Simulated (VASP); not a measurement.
# Si62C (a cell with a defect) in VASP: single point with PBE

Aim: the single point of Si62C (a cell with a defect) with PBE.

Program: VASP 6.6.1. These are calculated values, not measurements. Logs are shortened: lines on timing, memory, paths and dates and some standing lists are left out, and cuts for length are marked.

## Step 1: The cell of the first run

The cell holds a defect, 63 atoms: a = 10.860 Å, b = 10.860 Å, c = 10.860 Å, α = 90.00°, β = 90.00°, γ = 90.00°.

## Step 2: Single point, PBE

INCAR reads:

```
PREC     = Accurate       # precision mode
ENCUT    = 520            # plane-wave cutoff, eV
EDIFF    = 1E-7           # SCF threshold, eV
ISMEAR   = -1             # smearing method
SIGMA    = 0.05           # smearing width, eV
LREAL    = Auto         
LASPH    = True           # aspherical terms in the spheres
NELM     = 100            # most SCF steps
ALGO     = Normal         # electronic algorithm
ISIF     = 2              # what is computed and relaxed
LWAVE    = False          # write WAVECAR
LCHARG   = False          # write CHGCAR
GGA      = PE             # functional
NBANDS   = 163            # bands
```

KPOINTS reads:

```
Automatic mesh
0
Gamma
  1 1 1
```

POSCAR reads:

```
Si62C
1.0
   10.8600000000      0.0000000000      0.0000000000
    0.0000000000     10.8600000000      0.0000000000
    0.0000000000      0.0000000000     10.8600000000
Si C
62 1
Direct
    0.4978012891     -0.0005775322      0.0017882136
    0.6114874770      0.1283444751      0.1363027624
    0.7435443831      0.2515188766      0.0061837937
    0.8769331492      0.3698585635      0.1293186004
    0.7454763352      0.0015861878      0.2464038674
    0.8718415285      0.1232775322      0.3771816759
    0.0149139963      0.0034176796      0.0086998158
    0.1478576427      0.1174755985      0.1490075506
    0.2499066298      0.2487716390      0.0100286372
    0.3789896869      0.3618352670      0.1433942910
    0.4971067219      0.4946857274      0.0046886740
    0.6318534991      0.6134799263      0.1249168508
    0.7510496317      0.7461892265      0.0007859116
    0.8779431860      0.8758197053      0.1234061694
    0.2909875691     -0.0183056169      0.2763662063
    0.4661500921      0.2071620626      0.3004697974
    0.6120795580      0.3580912523      0.3826083794
    0.7458122468      0.4864390424      0.2582323204
    0.8600807551      0.6335718232      0.3787604972
    0.6127137201      0.1086505525      0.6354202578
    0.7400101289      0.2374196133      0.5086664825
    0.8717847145      0.3737034070      0.6264069061
    0.7543779006      0.0023826888      0.7597867403
    0.8820137201      0.1281647330      0.8851350829
   -0.0028649171      0.4980224678      0.0011785451
    0.1239577348      0.6254386740      0.1214919890
    0.2430520258      0.7497352670     -0.0111412523
    0.3740657459      0.8634051565      0.1159709945
    0.0042178637      0.2457842541      0.2554510129
    0.1204220074      0.3844261510      0.3777603131
    0.2486245856      0.5023375691      0.2502451197
    0.3771069982      0.6265618785      0.3748212707
    0.5008199816      0.7405609576      0.2386111418
    0.5838465009      0.9009528545      0.3568604052
    0.0029210866      0.0018951197      0.4986510129
    0.1346709024      0.1332770718      0.6130119705
    0.2616812155      0.2600949355      0.4843659300
    0.3760334254      0.3768564457      0.6253299263
    0.5009653775      0.5025152855      0.5027144567
    0.6249027624      0.6347550645      0.6240744936
    0.7269996317      0.7737745856      0.4927233886
    0.8706357274      0.8801253223      0.6211628913
    0.2630882136      0.0072319521      0.7332227440
    0.3739064457      0.1274039595      0.8778965930
    0.4988020258      0.2499123389      0.7522010129
    0.6246330571      0.3774458564      0.8749611418
    0.7485354512      0.5040988950      0.7487463168
    0.8777509208      0.6259139042      0.8732787293
   -0.0027781768      0.7481742173      0.2511109576
    0.1294884899      0.8713039595      0.3771044199
   -0.0072395028      0.5098261510      0.5034400552
    0.1313965009      0.6309360958      0.6268132597
    0.2636163904      0.7612406998      0.5037778085
    0.4096895028      0.9256367403      0.5821415285
    0.0030088398      0.2510104052      0.7491133517
    0.1262933702      0.3734436464      0.8794336096
    0.2502309392      0.4996880295      0.7528393186
    0.3777527624      0.6295649171      0.8699923573
    0.4959796501      0.7682326888      0.7372352670
    0.6263513812      0.8749138122      0.8777913444
   -0.0019616943      0.7540543278      0.7451644567
    0.1292359116      0.8829598527      0.8616627072
    0.4372883057      0.0056198895      0.3811165746
```

Potentials or basis: VASP PAW PBE potentials, release 64 (Si, C).

Run with:

```sh
$ cat potpaw_PBE.64/Si/POTCAR potpaw_PBE.64/C/POTCAR > POTCAR
$ mpirun -np 1 vasp_gam > vasp.out
```

OUTCAR:

```text
PREC = Accurate
   ENCUT = 520
   EDIFF = 1E-7
   ISMEAR = -1
   LREAL = Auto
   LASPH = True
   NELM = 100
   ISIF = 2
   GGA = PE

 ion  position               nearest neighbor table
   1  0.498  0.999  0.002-  28 2.35  44 2.36  60 2.36   2 2.37
   2  0.611  0.128  0.136-   5 2.33   1 2.37   3 2.42  16 2.53
   3  0.744  0.252  0.006-   4 2.35  46 2.36  24 2.41   2 2.42
   4  0.877  0.370  0.129-   3 2.35  25 2.36  18 2.36  29 2.37
   5  0.745  0.002  0.246-   2 2.33   6 2.38  34 2.39  14 2.39
   6  0.872  0.123  0.377-  35 2.35  29 2.36  21 2.37   5 2.38
   7  0.015  0.003  0.009-  14 2.38  24 2.39  62 2.41   8 2.44
   8  0.148  0.117  0.149-   9 2.35  29 2.39   7 2.44  15 2.55
   9  0.250  0.249  0.010-   8 2.35  10 2.36  44 2.37  56 2.38
  10  0.379  0.362  0.143-   9 2.36  31 2.38  11 2.45  16 2.57
  11  0.497  0.495  0.005-  12 2.35  46 2.35  58 2.44  10 2.45
  12  0.632  0.613  0.125-  33 2.34  11 2.35  18 2.35  13 2.36
  13  0.751  0.746  0.001-  48 2.35  12 2.36  60 2.36  14 2.38
  14  0.878  0.876  0.123-  49 2.35  13 2.38   7 2.38   5 2.39
  15  0.291  0.982  0.276-  63 1.97  28 2.34  50 2.39   8 2.55  16 3.11
  16  0.466  0.207  0.300-  63 2.38  17 2.45   2 2.53  10 2.57  37 3.04  15 3.11
  17  0.612  0.358  0.383-  21 2.35  39 2.37  18 2.42  16 2.45
  18  0.746  0.486  0.258-  12 2.35   4 2.36  19 2.41  17 2.42
  19  0.860  0.634  0.379-  49 2.39  51 2.39  18 2.41  41 2.44
  20  0.613  0.109  0.635-  45 2.34  23 2.35  21 2.40  54 3.02
  21  0.740  0.237  0.509-  17 2.35   6 2.37  20 2.40  22 2.42
  22  0.872  0.374  0.626-  47 2.36  55 2.36  51 2.39  21 2.42
[... 9 lines left out ...]
  32  0.377  0.627  0.375-  33 2.35  39 2.36  31 2.37  53 2.37
  33  0.501  0.741  0.239-  28 2.33  12 2.34  34 2.34  32 2.35
  34  0.584  0.901  0.357-  63 1.97  33 2.34   5 2.39  41 2.55  54 3.10
  35  0.003  0.002  0.499-   6 2.35  42 2.36  36 2.37  50 2.38
  36  0.135  0.133  0.613-  43 2.35  35 2.37  37 2.40  55 2.42
  37  0.262  0.260  0.484-  38 2.34  30 2.35  36 2.40  16 3.04
  38  0.376  0.377  0.625-  39 2.34  37 2.34  57 2.36  45 2.36
  39  0.501  0.503  0.503-  38 2.34  32 2.36  40 2.37  17 2.37
  40  0.625  0.635  0.624-  41 2.35  59 2.36  39 2.37  47 2.38
[... 11 lines left out ...]
  52  0.131  0.631  0.627-  61 2.35  57 2.36  51 2.41  53 2.42
  53  0.264  0.761  0.504-  50 2.33  32 2.37  52 2.42  54 2.54
  54  0.410  0.926  0.582-  63 2.37  43 2.45  53 2.54  59 2.58  20 3.02  34 3.10
  55  0.003  0.251  0.749-  56 2.36  22 2.36  24 2.39  36 2.42
  56  0.126  0.373  0.879-  25 2.35  55 2.36  57 2.36   9 2.38
  57  0.250  0.500  0.753-  58 2.35  38 2.36  52 2.36  56 2.36
  58  0.378  0.630  0.870-  27 2.35  57 2.35  11 2.44  59 2.45
  59  0.496  0.768  0.737-  40 2.36  60 2.38  58 2.45  54 2.58
  60  0.626  0.875  0.878-  23 2.34  13 2.36   1 2.36  59 2.38
  61  0.998  0.754  0.745-  52 2.35  48 2.36  62 2.36  42 2.37
  62  0.129  0.883  0.862-  27 2.35  61 2.36   7 2.41  43 2.42
  63  0.437  0.006  0.381-  15 1.97  34 1.97  54 2.37  16 2.38

  LATTYP: Found a simple cubic cell.
 ALAT       =    10.8600000000

  Lattice vectors:

 A1 = (  10.8600000000,   0.0000000000,   0.0000000000)
 A2 = (   0.0000000000,  10.8600000000,   0.0000000000)
 A3 = (   0.0000000000,   0.0000000000,  10.8600000000)

Analysis of symmetry for initial positions (statically):
=====================================================================
 Subroutine PRICEL returns:
 Original cell was already a primitive cell.

 Routine SETGRP: Setting up the symmetry group for a
 simple cubic supercell.

 Subroutine GETGRP returns: Found  1 space group operations
 (whereof  1 operations were pure point group operations)
 out of a pool of 48 trial point group operations.

The static configuration has the point symmetry C_1 .

Analysis of symmetry for dynamics (positions and initial velocities):
=====================================================================
 Subroutine PRICEL returns:
 Original cell was already a primitive cell.

 Routine SETGRP: Setting up the symmetry group for a
[... 168 lines left out ...]
     0.092081031  0.000000000  0.000000000     1.000000000  0.000000000  0.000000000
     0.000000000  0.092081031  0.000000000     0.000000000  1.000000000  0.000000000
     0.000000000  0.000000000  0.092081031     0.000000000  0.000000000  1.000000000

  Length of vectors
     0.092081031  0.092081031  0.092081031

  Shift w.r.t. Gamma in fractional coordinates (k-lattice)
     0.000000000  0.000000000  0.000000000

 Subroutine IBZKPT returns following result:
 ===========================================

 Found      1 irreducible k-points:

 Following reciprocal coordinates:
            Coordinates               Weight
  0.000000  0.000000  0.000000      1.000000
   k-points           NKPTS =      1   k-points in BZ     NKDIM =      1   number of bands    NBANDS=    163
   number of dos      NEDOS =    301   number of ions     NIONS =     63
   total plane-waves  NPLWV = 592704
   dimension x,y,z NGX =    84 NGY =   84 NGZ =   84
   dimension x,y,z NGXF=   168 NGYF=  168 NGZF=  168
   ions per type =              62   1
   NGX,Y,Z   is equivalent  to a cutoff of  12.86, 12.86, 12.86 a.u.
   NGXF,Y,Z  is equivalent  to a cutoff of  25.72, 25.72, 25.72 a.u.
 SYSTEM =  unknown system
   PREC   = accura    normal or accurate (medium, high low for compatibility)
   ISTART =      0    job   : 0-new  1-cont  2-samecut
   ICHARG =      2    charge: 1-file 2-atom 10-const
   ISPIN  =      1    spin polarized calculation?
   LNONCOLLINEAR =      F non collinear calculations
   LSORBIT =      F    spin-orbit coupling
   LASPH  =      T    aspherical Exc in radial PAW
   ENCUT  =  520.0 eV  38.22 Ry    6.18 a.u.  20.19 20.19 20.19*2*pi/ulx,y,z
   NELM   =    100;   NELMIN=  2; NELMDL= -5     # of ELM steps
   EDIFF  = 0.1E-06   stopping-criterion for ELM
   LREAL  =      T    real-space projection
   EDIFFG = 0.1E-05   stopping-criterion for IOM
   NSW    =      0    number of steps for IOM
   IBRION =     -1    ionic relax: 0-MD 1-quasi-New 2-CG
   NFREE  =      0    steps in history (QN), initial steepest desc. (CG)
   ISIF   =      2    stress and relaxation
   ISYM   =      2    0-nonsym 1-usesym 2-fastsym
   POTIM  = 0.5000    time-step for ionic-motion
   TEBEG  =    0.0;   TEEND  =   0.0 temperature during run
   PSTRESS=    0.0 pullay stress
   NELECT =     252.0000    total number of electrons
   NUPDOWN=      -1.0000    fix difference up-down
   EMIN   =  10.00;   EMAX   =-10.00  energy-range for DOS
   EFERMI =   0.00;   METHOD = LEGACY
   ISMEAR =    -1;   SIGMA  =   0.05  broadening in eV -4-tet -1-fermi 0-gaus
   EFERMI_NEDOS =   21; number of points for ismear=-14 and -15
   IALGO  =     38    algorithm
   IMIX   =      4    mixing-type and parameters
     AMIX     =   0.40;   BMIX     =  1.00
     AMIX_MAG =   1.60;   BMIX_MAG =  1.00
  volume/ion in A,a.u.               =      20.33       137.20
  Fermi-wavevector in a.u.,A,eV,Ry     =   0.952164  1.799329 12.335269  0.906617
  Thomas-Fermi vector in A             =   2.080702
   LORBIT       =      0    0 simple, 1 ext, 2 COOP (PROOUT), +10 PAW based schemes
   GGA     = PE    functional components
   LHFCALC =     F    Hartree Fock is set to
   AEXX    =    0.0000 exact exchange contribution
   IVDW    =     0    specifies the selected vdW correction
   LEPSILON=     F    determine dielectric tensor
   LRPA    =     F    only Hartree local field effects (RPA)
 non-spin polarized calculation
  energy-cutoff  :      520.00
  volume of cell :     1280.82
 maximum number of plane-waves:     17229
 NGX is ok and might be reduce to    84
   NGX = 41   NGY = 41   NGZ = 41

 number of electron     251.9999999 magnetization

 Free energy of the ion-electron system (eV)
  ---------------------------------------------------
  ext. energy  EPLUGINS =         0.00000000
  ---------------------------------------------------
  free energy    TOTEN  =      -332.34030480 eV

  energy without entropy =     -332.26960378  energy(sigma->0) =     -332.30495429

 E-fermi :   5.7360     XC(G=0):  -9.3399

 val. band max:        5.6316121361   @ k =   0.0000   0.0000   0.0000
 cond. band min:       5.8402372532   @ k =   0.0000   0.0000   0.0000
 fundamental gap:      0.2086251170
 Fermi energy:         5.7359863033

 k-point     1 :       0.0000    0.0000    0.0000
  band No.  band energies     occupation
      1      -6.4597      2.00000
      2      -5.9261      2.00000
      3      -5.1404      2.00000
      4      -5.1245      2.00000
      5      -5.1133      2.00000
      6      -5.1055      2.00000
[... 130 lines left out ...]
    137       6.8245      0.00000
    138       6.8897      0.00000
 [bands above 138 left out]

------------------------ aborting loop because EDIFF is reached ----------------------------------------

  FORCE on cell =-STRESS in cart. coord.  units (eV):
  Direction    XX          YY          ZZ          XY          YZ          ZX
  --------------------------------------------------------------------------------------
  -------------------------------------------------------------------------------------
  Total       -9.6600809     -5.0836198     -5.1940838     -3.3408434      7.4335886      3.2033139
  in kB      -12.0837539     -6.3590782     -6.4972572     -4.1790467      9.2986442      4.0070117
  external PRESSURE =      -8.3133631 kB  Pullay stress =       0.0000000 kB

 VOLUME and BASIS-vectors are now :
 -----------------------------------------------------------------------------
  energy-cutoff  :      520.00
  volume of cell :     1280.82
      direct lattice vectors                 reciprocal lattice vectors
    10.860000000  0.000000000  0.000000000     0.092081031  0.000000000  0.000000000
     0.000000000 10.860000000  0.000000000     0.000000000  0.092081031  0.000000000
     0.000000000  0.000000000 10.860000000     0.000000000  0.000000000  0.092081031

 POSITION                                       TOTAL-FORCE (eV/Angst)
 -----------------------------------------------------------------------------------
      5.40612     10.85373      0.01942        -0.005305      0.000998      0.003270
      6.64075      1.39382      1.48025         0.006885     -0.003690     -0.004884
      8.07489      2.73149      0.06716         0.004610      0.002949      0.003918
      9.52349      4.01666      1.40440        -0.005647      0.000583     -0.000465
      8.09587      0.01723      2.67595         0.002507      0.006216      0.003759
      9.46820      1.33879      4.09619         0.003021      0.003957     -0.000229
[... 55 lines left out ...]
      1.40350      9.58894      9.35766         0.001405     -0.008828      0.001907
      4.74895      0.06103      4.13893         0.024968     -0.006714      0.017476
 -----------------------------------------------------------------------------------
    total drift:                                0.006263      0.007461     -0.007280

  FREE ENERGIE OF THE ION-ELECTRON SYSTEM (eV)
  ---------------------------------------------------
  free  energy   TOTEN  =      -332.3403047994 eV

  energy  without entropy=     -332.2696037834  energy(sigma->0) =     -332.30495429
```

It took 12 min on 1 thread of Intel Xeon Platinum 8259CL at 2.50GHz (Skylake/Cascade Lake), shared host; peak memory 1 GiB.

What came out:

```
Free energy   : -332.3403 eV
Pressure      : -0.8 GPa
Largest force : 0.031 eV/Å
```

Forces on the atoms (eV/Å):
```
Si  -0.005  0.001  0.003
Si   0.007 -0.004 -0.005
Si   0.005  0.003  0.004
Si  -0.006  0.001  0.000
Si   0.003  0.006  0.004
Si   0.003  0.004  0.000
Si   0.000  0.009 -0.001
Si  -0.006  0.008 -0.005
Si   0.002 -0.001 -0.002
Si  -0.003  0.017 -0.004
Si   0.002  0.000 -0.001
Si  -0.003  0.003  0.000
Si   0.004 -0.010  0.001
Si  -0.009 -0.008  0.002
Si  -0.027 -0.005 -0.013
Si  -0.018  0.001 -0.017
Si   0.004  0.007  0.009
Si   0.001  0.003 -0.009
Si   0.000  0.001 -0.007
Si   0.009  0.008  0.000
Si   0.011  0.004 -0.004
Si  -0.001  0.001 -0.005
Si   0.001  0.000 -0.005
Si   0.000 -0.004  0.000
Si  -0.003  0.000  0.003
Si  -0.002 -0.003  0.001
Si   0.006 -0.007  0.005
Si  -0.005 -0.002 -0.003
Si  -0.004  0.005 -0.001
Si   0.003  0.004 -0.006
Si  -0.002  0.002  0.003
Si   0.001 -0.002 -0.003
Si   0.004 -0.005  0.000
Si   0.021 -0.011  0.000
Si   0.001  0.002  0.002
Si  -0.005 -0.003  0.001
Si   0.000  0.005  0.005
Si   0.002  0.002  0.001
Si  -0.003  0.002  0.005
Si   0.000 -0.002 -0.001
Si   0.002 -0.010  0.017
Si   0.000  0.001  0.001
Si  -0.002  0.006  0.004
Si   0.003  0.001 -0.003
Si  -0.003  0.004  0.000
Si   0.000  0.003  0.001
Si   0.002  0.005  0.002
Si   0.000 -0.002  0.001
Si   0.000 -0.004  0.002
Si  -0.005 -0.002  0.000
Si   0.002 -0.004  0.006
Si  -0.005  0.000 -0.006
Si  -0.005 -0.017 -0.001
Si  -0.003  0.014 -0.002
Si   0.003  0.005  0.000
Si  -0.002  0.005  0.000
Si   0.001  0.001 -0.002
Si  -0.006 -0.005  0.001
Si   0.009 -0.015  0.004
Si   0.000  0.001 -0.001
Si  -0.002 -0.003 -0.001
Si   0.001 -0.009  0.002
C    0.025 -0.007  0.017
```

Levels at points of the mesh, in eV from the Fermi level:
| k point | band 124 | band 125 | band 126 | band 127 | band 128 | band 129 |
| --- | --- | --- | --- | --- | --- | --- |
| (0.00, 0.00, 0.00) | -0.57 | -0.35 | -0.10 | 0.10 | 0.37 | 0.51 |

Caveat: the k points lie up to 0.58 Å⁻¹ apart.
